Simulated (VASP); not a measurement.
Here is a VASP 6.6.1 calculation.

Contents of INCAR:

```
ALGO = Normal
EDIFF = 1E-6
ENCUT = 520
GGA = PE
ISIF = 2
ISMEAR = 0
LASPH = True
LCHARG = False
LREAL = False
LWAVE = False
NBANDS = 16
NELM = 60
PREC = Accurate
SIGMA = 0.05
```

Contents of KPOINTS:

```
k-points
0
Gamma
  10 10 10
```

The input POSCAR:

```
CdSe
1.0
    0.0000000000      3.0984146735      3.0984146735
    3.0984146735      0.0000000000      3.0984146735
    3.0984146735      3.0984146735      0.0000000000
Cd Se
1 1
Direct
    0.0000000000      0.0000000000      0.0000000000
    0.7500000000      0.7500000000      0.7500000000
```

Potentials or basis: VASP PAW PBE potentials, release 64 (Cd, Se).

Command:

```console
$ cat potpaw_PBE.64/Cd/POTCAR potpaw_PBE.64/Se/POTCAR > POTCAR
$ mpirun -np 1 vasp_std > vasp.out
```

Question: Predict the band gap on the k mesh.

Answer: 0.49 eV.

Question: Estimate the pressure.

Answer: 0.2 GPa.

Caveat: semilocal functionals underestimate gaps, and a narrow one can read as zero.
